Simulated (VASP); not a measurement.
Sc2Al3As3, 8 atoms in the cell. It takes space group Pmmm (No. 47, orthorhombic). The conventional cell has a = 3.738 Å, b = 4.097 Å, c = 9.538 Å, α = 90.00°, β = 90.00°, γ = 90.00°. Sc (site symmetry mm2) has 6 As at 2.85 Å and 6 Al at 2.97 to 3.32 Å and 2 Sc at 3.74 Å within 3.8 Å. Al (site symmetry mmm) has 6 Al at 2.77 to 3.74 Å and 4 As at 2.84 Å and 4 Sc at 3.21 Å within 3.8 Å. Within 3.8 Å of Al (site symmetry mmm) lie 8 As at 2.77 to 3.37 Å and 4 Sc at 2.97 Å and 2 Al at 3.74 Å. Al (site symmetry mmm) has 4 As at 2.71 Å and 6 Al at 2.77 to 3.74 Å and 4 Sc at 3.32 Å within 3.8 Å. Within 4.1 Å of As (site symmetry mm2) lie 6 Al at 2.71 to 3.37 Å and 4 Sc at 2.85 Å and 7 As at 3.48 to 4.10 Å. Within 3.8 Å of As (site symmetry mmm) lie 4 Al at 2.77 Å and 4 Sc at 2.85 Å and 6 As at 3.48 to 3.74 Å. The cell was generated, and may not be a known phase.

```yaml
Program: VASP 6.6.1
Task: single point
Functional: PBE
Potentials_or_basis: VASP PAW PBE potentials, release 64 (Sc_sv, Al, As)
Cutoff: 520 eV
k_mesh: 4 × 4 × 2
Occupations: gaussian, width 0.2 eV
Spin: no spin polarisation
Dipole_correction: no
Further_INCAR_settings: ALGO = Normal; EDIFF = 1e-06; NBANDS = 33
```

Potentials or basis: VASP PAW PBE potentials, release 64 (Sc_sv, Al, As).

Run with:

```sh
$ cat potpaw_PBE.64/Sc_sv/POTCAR potpaw_PBE.64/Al/POTCAR potpaw_PBE.64/As/POTCAR > POTCAR
$ mpirun -np 1 vasp_std > vasp.out
```

Hardware: 1 thread of Oxide Virtual Turin-like Processor (shared host).

Task: How long does it take, and how much memory?

Result: Wall time 2.8 min on 1 thread of Oxide Virtual Turin-like Processor, with other jobs on the host, peak memory 0.24 GiB. Counts: scf iterations 15, k points 18.
